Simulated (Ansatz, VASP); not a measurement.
## GaP in VASP and in Ansatz

The input INCAR:

```
ALGO = Normal
EDIFF = 1E-7
ENCUT = 520
GGA = PE
ISIF = 2
ISMEAR = -1
LASPH = T
LCHARG = T
LELF = T
LREAL = F
LVHAR = T
LWAVE = F
NBANDS = 16
NELM = 60
PREC = Accurate
SIGMA = 0.08
```

The input KPOINTS:

```
k-points
0
Gamma
  12 12 12
```

Contents of POSCAR:

```
GaP
1.0
    0.0000000000      2.7252500000      2.7252500000
    2.7252500000      0.0000000000      2.7252500000
    2.7252500000      2.7252500000      0.0000000000
Ga P
1 1
Direct
    0.0000000000      0.0000000000      0.0000000000
    0.7500000000      0.7500000000      0.7500000000
```

Input for Ansatz:

```yaml
crystal:
  lattice:
    - [0.0, 2.72525, 2.72525]
    - [2.72525, 0.0, 2.72525]
    - [2.72525, 2.72525, 0.0]
  atoms:
    - { symbol: Ga, position: [0.0, 0.0, 0.0] }
    - { symbol: P, position: [0.75, 0.75, 0.75] }
kpoints:
  mp_grid: { grid: [12, 12, 12] }
scf:
  occupations: { method: fermi_dirac, width: 0.08 }
hamiltonian:
  xc: pbe
  pseudopotentials: { kind: all_electron, lapw: { basis_error: 0.0005 } }
output:
  forces: true
  stress: true
  eigenvalues: true
basis:
  ecutwfc: 320
```

Alike in both runs: task single point; functional PBE; k mesh 12 × 12 × 12; occupations fermi-dirac, width 0.08 eV; no spin polarisation.

|  | VASP | Ansatz |
| --- | --- | --- |
| version | VASP 6.6.1 | Ansatz 0.2.0 |
| potentials or method | VASP PAW PBE potentials, release 64 (Ga_d, P), cutoff 520 eV | all-electron LAPW, scalar-relativistic |

|  | VASP | Ansatz | Ansatz less VASP |
| --- | --- | --- | --- |
| pressure (GPa) | 2.5 | 2.5 | 0.00 |

Ansatz ran all-electron here, and VASP with PAW potentials.
